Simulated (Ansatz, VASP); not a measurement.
# SiGe: VASP beside Ansatz

```xyz
4
Lattice="3.9348 0.0000 0.0000 -1.9674 3.4077 0.0000 0.0000 0.0000 6.5000" Properties=species:S:1:pos:R:3 pbc="T T T"
Si    1.9674    1.1359    5.6845
Si    0.0000    2.2718    2.4345
Ge    1.9674    1.1359    3.3034
Ge    0.0000    2.2718    0.0534
```

Alike in both runs: task single point; functional PBEsol; k mesh 12 × 12 × 6; occupations gaussian, width 0.03 eV; no spin polarisation.

```csv
,VASP,Ansatz
version,VASP 6.6.1,Ansatz 0.2.0
potentials or method,"VASP PAW PBE potentials, release 64 (Si, Ge_d), cutoff 520 eV","scalar-relativistic, plane waves, PAW"
valence electrons in the cell,36,36
```

|  | VASP | Ansatz | Ansatz less VASP |
| --- | --- | --- | --- |
| gap on the k mesh at the Fermi level (eV) | 0.20 | 0.20 | -0.001 |
| least direct gap on the mesh (eV) | 0.31 | 0.31 | -0.004 |
| pressure (GPa) | -2.0 | -2.0 | 0.00 |
| traceless stress, the component that is largest in VASP (GPa) | 1.75 | 1.76 | +0.012 |
| rms of the force components (eV/Å) | 0.365 | 0.365 | -0.0002 |

VASP's potentials were made for PBE, not for PBEsol, and Ansatz warns of the same on its side. Atom by atom the forces differ by 0.000 eV/Å (rms over components). With one functional, cell and mesh, what is left measures potentials, basis and numerics.
